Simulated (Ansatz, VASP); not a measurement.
**Two plane-wave programs on BP**

```
B P
1.0
     0.00000    2.50771    2.50771
     2.50771    0.00000    2.50771
     2.50771    2.50771    0.00000
B P
1 1
Direct
  0.00000 0.00000 0.00000
  0.25000 0.25000 0.25000
```

Alike in both runs: task relaxation of cell and atoms; functional PBE; k mesh 8 × 8 × 8; occupations gaussian, width 0.1 eV; no spin polarisation.

```csv
,VASP,Ansatz
version,VASP 6.6.1,Ansatz 0.2.0
potentials or method,"VASP PAW PBE potentials, release 64 (B, P), cutoff 600 eV","scalar-relativistic, plane waves, PAW"
valence electrons in the cell,8,8
```

|  | VASP | Ansatz | Ansatz less VASP |
| --- | --- | --- | --- |
| gap on the k mesh at the Fermi level, each at its own relaxed structure (eV) | 1.28 | 1.28 | +0.008 |
| relaxed volume (Å³/atom) | 11.75 | 11.79 | +0.042 |
| relaxed cell length with the largest relative difference (Å) | 3.215 | 3.219 | +0.0038 |

Noted on VASP's run: the volume moved by over 15 % at a fixed basis, so the end points are rough.
